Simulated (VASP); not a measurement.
# CaO (P-6m2) in VASP: notebook, part 2 of 2

VASP 6.6.1. The steps go on from the part before.

### 3 Single point, PBE

This run uses another cell than the first one, of 14.11 Å³/atom, 1.064 times its volume.

Contents of INCAR:

```
PREC     = Accurate       # precision mode
ENCUT    = 520            # plane-wave cutoff, eV
EDIFF    = 1E-7           # SCF threshold, eV
ISMEAR   = 0              # smearing method
SIGMA    = 0.1            # smearing width, eV
LREAL    = False          # projectors in reciprocal space
LASPH    = True           # aspherical terms in the spheres
NELM     = 60             # most SCF steps
ALGO     = Normal         # electronic algorithm
ISIF     = 2              # what is computed and relaxed
LWAVE    = False          # write WAVECAR
LCHARG   = False          # write CHGCAR
GGA      = PE             # functional
NBANDS   = 15             # bands
```

Contents of KPOINTS:

```
regular mesh
0
Gamma
  6 6 6
```

Contents of POSCAR:

```
CaO
1.0
    3.2961272741      0.0000000000      0.0000000000
   -1.6480636371      2.8545299535      0.0000000000
    0.0000000000      0.0000000000      2.9989785408
Ca O
1 1
Direct
    0.3333333333      0.6666666667      0.5000000000
    0.6666666667      0.3333333333      0.0000000000
```

Potentials or basis: VASP PAW PBE potentials, release 64 (Ca_sv, O).

Command:

```bash
$ cat potpaw_PBE.64/Ca_sv/POTCAR potpaw_PBE.64/O/POTCAR > POTCAR
$ mpirun -np 1 vasp_std > vasp.out
```

OUTCAR:

```text
PREC = Accurate
   ENCUT = 520
   EDIFF = 1E-7
   ISMEAR = 0
   LREAL = False
   LASPH = True
   NELM = 60
   ISIF = 2
   GGA = PE

 ion  position               nearest neighbor table
   1  0.333  0.667  0.500-   2 2.42   2 2.42   2 2.42   2 2.42   2 2.42   2 2.42
   2  0.667  0.333  0.000-   1 2.42   1 2.42   1 2.42   1 2.42   1 2.42   1 2.42

  LATTYP: Found a hexagonal cell.
 ALAT       =     3.2961272741
 C/A-ratio  =     0.9098491325

  Lattice vectors:

 A1 = (   3.2961272741,   0.0000000000,   0.0000000000)
[... 609 lines left out ...]
      9       7.6088      0.00000
     10       9.1550      0.00000
     11      10.7302      0.00000
     12      11.1380      0.00000
     13      11.7389      0.00000
     14      15.2906      0.00000
     15      15.5957      0.00000

 [... further k-points ...]
[... 5 lines left out ...]
  --------------------------------------------------------------------------------------
  -------------------------------------------------------------------------------------
  Total        0.1487963      0.1487963      0.1113047     -0.0000000     -0.0000000      0.0000000
  in kB        8.4487155      8.4487155      6.3199270     -0.0000000     -0.0000000      0.0000000
  external PRESSURE =       7.7391193 kB  Pullay stress =       0.0000000 kB

 VOLUME and BASIS-vectors are now :
 -----------------------------------------------------------------------------
  energy-cutoff  :      520.00
  volume of cell :       28.22
      direct lattice vectors                 reciprocal lattice vectors
     3.296127274  0.000000000  0.000000000     0.303386343  0.175160187  0.000000000
    -1.648063637  2.854529954  0.000000000     0.000000000  0.350320374  0.000000000
     0.000000000  0.000000000  2.998978541     0.000000000  0.000000000  0.333446867

 POSITION                                       TOTAL-FORCE (eV/Angst)
 -----------------------------------------------------------------------------------
     -0.00000      1.90302      1.49949        -0.000000      0.000000      0.000000
      1.64806      0.95151      0.00000         0.000000      0.000000      0.000000
 -----------------------------------------------------------------------------------
    total drift:                               -0.000000      0.000000     -0.000000

  FREE ENERGIE OF THE ION-ELECTRON SYSTEM (eV)
  ---------------------------------------------------
  free  energy   TOTEN  =       -12.3040693688 eV

  energy  without entropy=      -12.3040693688  energy(sigma->0) =      -12.30406937
```

OSZICAR:

```text
N       E                     dE             d eps       ncg     rms          rms(c)
DAV:   1     0.127303451901E+03    0.12730E+03   -0.83238E+03   840   0.108E+03
DAV:   2    -0.754278933370E+01   -0.13485E+03   -0.12727E+03  1029   0.299E+02
DAV:   3    -0.140991215949E+02   -0.65563E+01   -0.65226E+01  1381   0.644E+01
DAV:   4    -0.141753083838E+02   -0.76187E-01   -0.76179E-01   962   0.561E+00
DAV:   5    -0.141765900610E+02   -0.12817E-02   -0.12817E-02  1138   0.567E-01    0.867E+00
DAV:   6    -0.123941126676E+02    0.17825E+01   -0.50031E+00   939   0.223E+01    0.359E+00
DAV:   7    -0.123166345943E+02    0.77478E-01   -0.44059E-01   883   0.671E+00    0.184E+00
DAV:   8    -0.123056198104E+02    0.11015E-01   -0.10614E-01  1064   0.328E+00    0.518E-01
DAV:   9    -0.123031205085E+02    0.24993E-02   -0.78968E-03   910   0.734E-01    0.141E-01
DAV:  10    -0.123041276901E+02   -0.10072E-02   -0.12962E-03   897   0.353E-01    0.621E-02
DAV:  11    -0.123040662241E+02    0.61466E-04   -0.98493E-05  1125   0.126E-01    0.858E-03
DAV:  12    -0.123040691752E+02   -0.29511E-05   -0.17802E-05   889   0.400E-02    0.256E-03
DAV:  13    -0.123040693155E+02   -0.14036E-06   -0.50814E-07  1073   0.667E-03    0.192E-03
DAV:  14    -0.123040693688E+02   -0.53210E-07   -0.15758E-07   944   0.442E-03
   1 F= -.12304069E+02 E0= -.12304069E+02  d E =-.155280E-17
```

Run time: 15 s. Hardware: 1 thread of Intel Xeon Platinum 8259CL at 2.50GHz (Skylake/Cascade Lake), shared host; peak memory 0.15 GiB.

What came out:

```
Free energy            : -12.3041 eV
Pressure               : 0.8 GPa
Band gap on the k mesh : 3.32 eV, direct
```

Stress tensor (GPa, compression positive):
```
0.84 0.00 0.00
0.00 0.84 0.00
0.00 0.00 0.63
```

Levels at points of the mesh, in eV from the valence-band top:
```tsv
k point	band 5	band 6	band 7	band 8	band 9	band 10	band 11	band 12
(0.00, 0.00, 0.00)	-15.81	-0.80	-0.80	0.00	3.32	4.44	7.40	7.40
(0.50, 0.00, 0.00)	-14.94	-2.64	-0.55	-0.52	3.75	6.88	8.32	8.63
(0.00, 0.00, 0.50)	-14.64	-3.01	-0.52	-0.52	6.21	6.21	6.65	7.37
(0.50, 0.00, 0.50)	-15.24	-2.09	-1.77	-1.27	5.08	6.62	8.76	8.90
```

### 4 Relaxation of cell and atoms, PBE

Contents of INCAR:

```
PREC = Accurate
ENCUT = 600
EDIFF = 1E-7
ISMEAR = 0
SIGMA = 0.1
LREAL = F
LASPH = T
NELM = 60
ALGO = Normal
ISIF = 3
LWAVE = F
LCHARG = F
GGA = PE
IBRION = 2
NSW = 90
EDIFFG = -0.04
```

KPOINTS is that of step 3.

Contents of POSCAR:

```
CaO
1.0
    3.1570786000      0.0000000000      0.0000000000
   -1.5785393000      2.7341102700      0.0000000000
    0.0000000000      0.0000000000      3.0736291200
Ca O
1 1
Direct
    0.3333333300      0.6666666700      0.5000000000
    0.6666666700      0.3333333300      0.0000000000
```

Command:

```bash
$ cat potpaw_PBE.64/Ca_sv/POTCAR potpaw_PBE.64/O/POTCAR > POTCAR
$ mpirun -np 1 vasp_std > vasp.out
```

Run time: 50 s. Hardware: 1 thread of Intel Xeon Platinum 8259CL at 2.50GHz (Skylake/Cascade Lake), shared host; peak memory 0.17 GiB.

Results (log left out):

- Free energy: -12.3045 eV
- Relaxed volume: 14.25 Å³/atom
- Relaxed cell: a = 3.309 Å, b = 3.309 Å, c = 3.005 Å, α = 90.00°, β = 90.00°, γ = 120.00°
- Space group after relaxing (to 0.05 Å): P-6m2 (No. 187)
- Energy gained by relaxing: 58.0 meV/atom
- Ionic steps: 5
- Pressure after relaxing: -0.2 GPa
- Band gap on the k mesh: 3.30 eV, direct

Stress tensor (GPa, compression positive):
```
-0.26  0.00  0.00
 0.00 -0.26  0.00
 0.00  0.00 -0.16
```

Step by step:
```csv
step,energy change (eV),largest force (eV/Å),pressure (GPa),volume (Å³)
1,0.0000,0.0000,6.59,26.53
2,-0.1127,0.0000,-0.48,28.62
3,-0.1158,0.0000,0.40,28.32
4,-0.1158,0.0000,0.29,28.35
5,-0.1159,0.0000,-0.23,28.49
```

Final structure:
```yaml
crystal:
  lattice:
    - [3.30881, 0.00000, 0.00000]
    - [-1.65440, 2.86551, 0.00000]
    - [0.00000, 0.00000, 3.00496]
  atoms:
    - { symbol: Ca, position: [0.33333, 0.66667, 0.50000] }
    - { symbol: O, position: [0.66667, 0.33333, 0.00000] }
```

Levels at points of the mesh, in eV from the valence-band top:
| k point | band 5 | band 6 | band 7 | band 8 | band 9 | band 10 | band 11 | band 12 |
| --- | --- | --- | --- | --- | --- | --- | --- | --- |
| (0.00, 0.00, 0.00) | -15.80 | -0.80 | -0.80 | 0.00 | 3.30 | 4.38 | 7.35 | 7.35 |
| (0.50, 0.00, 0.00) | -14.95 | -2.63 | -0.56 | -0.51 | 3.74 | 6.82 | 8.26 | 8.58 |
| (0.00, 0.00, 0.50) | -14.66 | -2.99 | -0.52 | -0.52 | 6.18 | 6.18 | 6.61 | 7.31 |
| (0.50, 0.00, 0.50) | -15.23 | -2.08 | -1.76 | -1.26 | 5.06 | 6.56 | 8.68 | 8.83 |

### 5 Single point, PBE

This run uses another cell than the first one, of 14.14 Å³/atom, 1.066 times its volume.

Contents of INCAR:

```
PREC = Accurate ; ENCUT = 520
EDIFF = 1E-6 ; ISMEAR = 0
SIGMA = 0.02 ; LREAL = False
LASPH = True ; NELM = 100
ALGO = Normal ; ISIF = 2
LWAVE = False ; LCHARG = True
GGA = PE ; LELF = True
LVHAR = True ; NBANDS = 15
```

Contents of KPOINTS:

```
regular mesh
0
Gamma
  12 12 8
```

Contents of POSCAR:

```
CaO
1.0
    3.3004755157      0.0000000000      0.0000000000
   -1.6502377579      2.8582956411      0.0000000000
    0.0000000000      0.0000000000      2.9987230039
Ca O
1 1
Direct
    0.3333333333      0.6666666667      0.5000000000
    0.6666666667      0.3333333333      0.0000000000
```

Command:

```bash
$ cat potpaw_PBE.64/Ca_sv/POTCAR potpaw_PBE.64/O/POTCAR > POTCAR
$ mpirun -np 1 vasp_std > vasp.out
```

Run time: 31 s. Hardware: 1 thread of Intel Xeon Platinum 8259CL at 2.50GHz (Skylake/Cascade Lake), shared host; peak memory 0.18 GiB.

The run converged. Its results:

- Free energy: -12.3046 eV
- Pressure: 0.5 GPa
- Band gap on the k mesh: 3.32 eV, direct

Stress tensor (GPa, compression positive):
```
0.47 0.00 0.00
0.00 0.47 0.00
0.00 0.00 0.62
```

Levels at points of the mesh, in eV from the valence-band top:
```csv
k point,band 6,band 7,band 8,band 9,band 10,band 11
"(0.00, 0.00, 0.00)",-0.81,-0.81,0.00,3.32,4.41,7.39
"(0.50, 0.00, 0.00)",-2.64,-0.56,-0.52,3.75,6.86,8.30
"(0.00, 0.00, 0.50)",-3.01,-0.52,-0.52,6.20,6.20,6.64
"(0.50, 0.00, 0.50)",-2.09,-1.77,-1.28,5.08,6.60,8.73
```

### 6 Summary

```csv
task,cell,k mesh,cutoff (eV),smearing,gap on the mesh (eV),pressure (GPa)
single point,"a = 3.157, b = 3.157, c = 3.074 Å, angles 90.0, 90.0, 120.0°, 2 atoms",6 × 6 × 6,520,gaussian 0.1 eV,3.42,6.7
single point,"a = 3.296, b = 3.296, c = 2.999 Å, angles 90.0, 90.0, 120.0°, 2 atoms",6 × 6 × 6,520,gaussian 0.1 eV,3.32,0.8
relaxation of cell and atoms,"relaxed from a = 3.157, b = 3.157, c = 3.074 Å, angles 90.0, 90.0, 120.0°, 2 atoms",6 × 6 × 6,600,gaussian 0.1 eV,3.30,-0.2
single point,"a = 3.300, b = 3.300, c = 2.999 Å, angles 90.0, 90.0, 120.0°, 2 atoms",12 × 12 × 8,520,gaussian 0.02 eV,3.32,0.5
```

Alike in all rows: level PBE; potentials or basis VASP PAW PBE potentials, release 64 (Ca_sv, O); no spin polarisation.

Absolute energies hang on the potentials; compare differences alone.
